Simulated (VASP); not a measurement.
# Mg2H3 (P6/mmm) in VASP: notebook

The runs below take Mg2H3 through single point, relaxation of cell and atoms, with PBE.

Program: VASP 6.6.1. These are calculated values, not measurements. Logs are shortened: lines on timing, memory, paths and dates and some standing lists are left out, and cuts for length are marked.

**1. The cell of the first run**

Symmetry: P6/mmm, No. 191, hexagonal system. Conventional cell: a = 3.320 Å, b = 3.320 Å, c = 5.921 Å, α = 90.00°, β = 90.00°, γ = 120.00°. Within 2.9 Å of Mg (site symmetry 6mm) lie 6 H at 2.23 Å. H (site symmetry mmm) has 4 H at 1.66 Å within 2.2 Å.

**2. Single point, PBE**

INCAR reads:

```
PREC = Accurate
ENCUT = 520
EDIFF = 1E-6
ISMEAR = 0
SIGMA = 0.1
LREAL = False
LASPH = True
NELM = 100
ALGO = Normal
ISIF = 2
LWAVE = False
LCHARG = False
GGA = PE
NBANDS = 12
```

KPOINTS reads:

```
regular mesh
0
Gamma
  15 15 6
```

POSCAR reads:

```
Mg2H3
1.0
    3.3200166369      0.0000000000      0.0000000000
   -1.6600083185      2.8752187486      0.0000000000
    0.0000000000      0.0000000000      5.9206216285
Mg H
2 3
Direct
    0.0000000000      0.0000000000      0.2492367790
    0.0000000000      0.0000000000      0.7507632210
    0.5000000000      0.0000000000      0.5000000000
    0.0000000000      0.5000000000      0.5000000000
    0.5000000000      0.5000000000      0.5000000000
```

Potentials or basis: VASP PAW PBE potentials, release 64 (Mg, H).

The run is started by

```
$ cat potpaw_PBE.64/Mg/POTCAR potpaw_PBE.64/H/POTCAR > POTCAR
$ mpirun -np 1 vasp_std > vasp.out
```

OUTCAR:

```text
PREC = Accurate
   ENCUT = 520
   EDIFF = 1E-6
   ISMEAR = 0
   LREAL = False
   LASPH = True
   NELM = 100
   ISIF = 2
   GGA = PE

 ion  position               nearest neighbor table
   1  0.000  0.000  0.249-   3 2.23   3 2.23   5 2.23   5 2.23   4 2.23   4 2.23   2 2.95   2 2.97

   2  0.000  0.000  0.751-   3 2.23   3 2.23   5 2.23   5 2.23   4 2.23   4 2.23   1 2.95   1 2.97

   3  0.500  0.000  0.500-   1 2.23   2 2.23   1 2.23   2 2.23
   4  0.000  0.500  0.500-   1 2.23   2 2.23   1 2.23   2 2.23
   5  0.500  0.500  0.500-   1 2.23   2 2.23   1 2.23   2 2.23

  LATTYP: Found a hexagonal cell.
 ALAT       =     3.3200166369
 C/A-ratio  =     1.7833108312

  Lattice vectors:

 A1 = (   3.3200166369,   0.0000000000,   0.0000000000)
 A2 = (  -1.6600083185,   2.8752187486,   0.0000000000)
 A3 = (   0.0000000000,   0.0000000000,   5.9206216285)

Analysis of symmetry for initial positions (statically):
=====================================================================
 Subroutine PRICEL returns:
 Original cell was already a primitive cell.

 Routine SETGRP: Setting up the symmetry group for a
 hexagonal supercell.

 Subroutine GETGRP returns: Found 24 space group operations
 (whereof 24 operations were pure point group operations)
 out of a pool of 24 trial point group operations.

The static configuration has the point symmetry D_6h.

Analysis of symmetry for dynamics (positions and initial velocities):
=====================================================================
 Subroutine PRICEL returns:
 Original cell was already a primitive cell.

 Routine SETGRP: Setting up the symmetry group for a
 hexagonal supercell.

 Subroutine GETGRP returns: Found 24 space group operations
 (whereof 24 operations were pure point group operations)
 out of a pool of 24 trial point group operations.

The dynamic configuration has the point symmetry D_6h.

 Subroutine INISYM returns: Found 24 space group operations
 (whereof 24 operations are pure point group operations),
 and found     1 'primitive' translations

----------------------------------------------------------------------------------------

                                     Primitive cell

  volume of cell :      56.5169

  direct lattice vectors                    reciprocal lattice vectors
     3.320016637  0.000000000  0.000000000     0.301203310  0.173899812  0.000000000
    -1.660008319  2.875218749  0.000000000     0.000000000  0.347799624  0.000000000
     0.000000000  0.000000000  5.920621629     0.000000000  0.000000000  0.168901183
[... 100 lines left out ...]
   PSTRESS=    0.0 pullay stress
   NELECT =       7.0000    total number of electrons
   NUPDOWN=      -1.0000    fix difference up-down
   EMIN   =  10.00;   EMAX   =-10.00  energy-range for DOS
   EFERMI =   0.00;   METHOD = LEGACY
   ISMEAR =     0;   SIGMA  =   0.10  broadening in eV -4-tet -1-fermi 0-gaus
   EFERMI_NEDOS =   21; number of points for ismear=-14 and -15
   IALGO  =     38    algorithm
   IMIX   =      4    mixing-type and parameters
     AMIX     =   0.40;   BMIX     =  1.00
     AMIX_MAG =   1.60;   BMIX_MAG =  1.00
  volume/ion in A,a.u.               =      11.30        76.28
  Fermi-wavevector in a.u.,A,eV,Ry     =   0.816046  1.542104  9.060544  0.665931
  Thomas-Fermi vector in A             =   1.926244
   LORBIT       =      0    0 simple, 1 ext, 2 COOP (PROOUT), +10 PAW based schemes
   GGA     = PE    functional components
   LHFCALC =     F    Hartree Fock is set to
   AEXX    =    0.0000 exact exchange contribution
   IVDW    =     0    specifies the selected vdW correction
   LEPSILON=     F    determine dielectric tensor
   LRPA    =     F    only Hartree local field effects (RPA)
 non-spin polarized calculation
 Gauss-broadening in eV      SIGMA  =   0.10
  energy-cutoff  :      520.00
  volume of cell :       56.52
 maximum number of plane-waves:      1543
 NGX is ok and might be reduce to    28
   NGX = 13   NGY = 13   NGZ = 23

 number of electron       7.0000002 magnetization

 Free energy of the ion-electron system (eV)
  ---------------------------------------------------
  ext. energy  EPLUGINS =         0.00000000
  ---------------------------------------------------
  free energy    TOTEN  =       -10.19991212 eV

  energy without entropy =      -10.19654828  energy(sigma->0) =      -10.19823020

 E-fermi :   2.4320     XC(G=0):  -8.7460

 val. band max:        2.3915738918   @ k =   0.4000   0.2000   0.3333
 cond. band min:       2.4351025331   @ k =   0.4000   0.1333   0.5000
 fundamental gap:      0.0435286413
 Fermi energy:         2.4320205024

 k-point     1 :       0.0000    0.0000    0.0000
  band No.  band energies     occupation
      1      -8.3923      2.00000
      2      -1.4887      2.00000
      3      -0.2715      2.00000
      4       4.9750      0.00000
      5       4.9750      0.00000
      6       9.8995      0.00000
      7      11.3667      0.00000
      8      11.3667      0.00000
      9      11.4208      0.00000
     10      12.3570      0.00000
     11      12.4420      0.00000
     12      15.0198      0.00000
[... 331 lines left out ...]
 k-point    24 :       0.4000    0.2000    0.0000
  band No.  band energies     occupation
      1      -4.3946      2.00000
      2      -3.0784      2.00000
      3       0.5094      2.00000
      4       3.2728      0.00000
      5       3.4816      0.00000
      6       4.0793      0.00000
      7       5.1454      0.00000
      8       6.7041      0.00000
      9       8.6877      0.00000
     10      10.3026      0.00000
     11      14.7184      0.00000
     12      15.2196      0.00000

 [... further k-points ...]
[... 5 lines left out ...]
  --------------------------------------------------------------------------------------
  -------------------------------------------------------------------------------------
  Total       -0.0731736     -0.0731736     -0.0890539      0.0000000     -0.0000000      0.0000000
  in kB       -2.0743724     -2.0743724     -2.5245565      0.0000000     -0.0000000      0.0000000
  external PRESSURE =      -2.2244338 kB  Pullay stress =       0.0000000 kB

 VOLUME and BASIS-vectors are now :
 -----------------------------------------------------------------------------
  energy-cutoff  :      520.00
  volume of cell :       56.52
      direct lattice vectors                 reciprocal lattice vectors
     3.320016637  0.000000000  0.000000000     0.301203310  0.173899812  0.000000000
    -1.660008319  2.875218749  0.000000000     0.000000000  0.347799624  0.000000000
     0.000000000  0.000000000  5.920621629     0.000000000  0.000000000  0.168901183

 POSITION                                       TOTAL-FORCE (eV/Angst)
 -----------------------------------------------------------------------------------
      0.00000      0.00000      1.47564         0.000000     -0.000000      0.008925
      0.00000      0.00000      4.44498         0.000000      0.000000     -0.008925
      1.66001      0.00000      2.96031        -0.000000     -0.000000      0.000000
     -0.83000      1.43761      2.96031        -0.000000     -0.000000      0.000000
      0.83000      1.43761      2.96031        -0.000000     -0.000000      0.000000
 -----------------------------------------------------------------------------------
    total drift:                                0.000000     -0.000000      0.000000

  FREE ENERGIE OF THE ION-ELECTRON SYSTEM (eV)
  ---------------------------------------------------
  free  energy   TOTEN  =       -10.1999121168 eV

  energy  without entropy=      -10.1965482772  energy(sigma->0) =      -10.19823020
```

stdout:

```text
POSCAR found type information on POSCAR MgH
 POSCAR found :  2 types and       5 ions
 scaLAPACK will be used
 LDA part: xc-table for (Slater+PW92), standard interpolation
 POSCAR, INCAR and KPOINTS ok, starting setup
 FFT: planning ... GRIDC
 FFT: planning ... GRID_SOFT
 FFT: planning ... GRID
 WAVECAR not read
 entering main loop
```

It took 49 s on 1 thread of Intel Xeon Platinum 8259CL at 2.50GHz (Skylake/Cascade Lake), shared host; peak memory 0.23 GiB.

What came out:

```yaml
Free_energy: -10.1999 eV
Pressure: -0.2 GPa
Largest_force: 0.009 eV/Å
```

Forces in eV/Å, atoms in the order of the input:
```
Mg   0.000  0.000  0.009
Mg   0.000  0.000 -0.009
H    0.000  0.000  0.000
H    0.000  0.000  0.000
H    0.000  0.000  0.000
```

**3. Relaxation of cell and atoms, PBE**

This run uses another cell than the first one, of 11.09 Å³/atom, 0.981 times its volume.

INCAR reads:

```
SYSTEM = Mg2H3
ALGO = Normal ; EDIFF = 1E-6
EDIFFG = -0.01 ; ENCUT = 600
GGA = PE ; IBRION = 2
ISIF = 3 ; ISMEAR = 0
LASPH = .TRUE. ; LCHARG = .FALSE.
LREAL = .FALSE. ; LWAVE = .FALSE.
NELM = 100 ; NSW = 100
PREC = Accurate ; SIGMA = 0.1
```

KPOINTS reads:

```
k-points
0
G
  15 15 6
  0 0 0
```

POSCAR reads:

```
Mg2H3
1.0
    3.2531111768      0.0000000000      0.0000000000
   -1.6265555884      2.8172769205      0.0000000000
    0.0000000000      0.0000000000      6.0509689631
Mg H
2 3
Direct
    0.0000000000      0.0000000000      0.2444340766
    0.0000000000      0.0000000000      0.7555659234
    0.5000000000      0.0000000000      0.5000000000
    0.0000000000      0.5000000000      0.5000000000
    0.5000000000      0.5000000000      0.5000000000
```

Potentials or basis: VASP PAW PBE potentials, release 64 (Mg, H).

The run is started by

```
$ cat potpaw_PBE.64/Mg/POTCAR potpaw_PBE.64/H/POTCAR > POTCAR
$ mpirun -np 1 vasp_std > vasp.out
```

It took 3.3 min on 1 thread of Intel Xeon Platinum 8259CL at 2.50GHz (Skylake/Cascade Lake), shared host; peak memory 0.23 GiB.

It converged, with:

- Free energy: -10.2006 eV
- Relaxed volume: 11.26 Å³/atom
- Relaxed cell: a = 3.316 Å, b = 3.316 Å, c = 5.913 Å, α = 90.00°, β = 90.00°, γ = 120.00°
- Space group after relaxing (to 0.05 Å): P6/mmm (No. 191)
- Energy gained by relaxing: 4.2 meV/atom
- Ionic steps: 11
- Pressure after relaxing: 0.0 GPa
- Largest force after relaxing: 0.004 eV/Å

Forces in eV/Å, atoms in the order of the input:
```
Mg   0.000  0.000  0.004
Mg   0.000  0.000 -0.004
H    0.000  0.000  0.000
H    0.000  0.000  0.000
H    0.000  0.000  0.000
```

The path:
| step | energy change (eV) | largest force (eV/Å) | pressure (GPa) | volume (Å³) |
| --- | --- | --- | --- | --- |
| 1 | 0.0000 | 0.1831 | 0.02 | 55.46 |
| 2 | -0.0046 | 0.1427 | 0.15 | 55.46 |
| 3 | -0.0144 | 0.0036 | 0.62 | 55.48 |
| 4 | 0.0141 | 0.4686 | 1.88 | 55.50 |
| 5 | -0.0153 | 0.1115 | 0.78 | 55.49 |
| 6 | -0.0173 | 0.1813 | 0.47 | 56.02 |
| 7 | -0.0173 | 0.1825 | 0.46 | 56.03 |
| 8 | -0.0204 | 0.0733 | 0.00 | 56.44 |
| 9 | -0.0207 | 0.0206 | -0.21 | 56.63 |
| 10 | -0.0210 | 0.0114 | -0.13 | 56.50 |
| 11 | -0.0212 | 0.0036 | -0.01 | 56.30 |

Final structure:
```cif
data_structure
_symmetry_space_group_name_H-M 'P 1'
_symmetry_Int_Tables_number 1
_cell_length_a 3.3159
_cell_length_b 3.3159
_cell_length_c 5.9131
_cell_angle_alpha 90.000
_cell_angle_beta 90.000
_cell_angle_gamma 120.000
_cell_volume 56.30
loop_
_atom_site_label
_atom_site_type_symbol
_atom_site_fract_x
_atom_site_fract_y
_atom_site_fract_z
_atom_site_occupancy
Mg1 Mg 0.00000 0.00000 0.24920 1
Mg2 Mg 0.00000 0.00000 0.75080 1
H1 H 0.50000 0.00000 0.50000 1
H2 H 0.00000 0.50000 0.50000 1
H3 H 0.50000 0.50000 0.50000 1
```

Levels at points of the mesh, in eV from the Fermi level:
```
           k point  band 1  band 2  band 3  band 4  band 5  band 6  band 7
(0.00, 0.00, 0.00)  -10.85   -3.93   -2.71    2.55    2.55    7.48    9.01
(0.00, 0.00, 0.50)  -10.78   -5.26    0.97    2.05    2.57    2.57    9.15
```
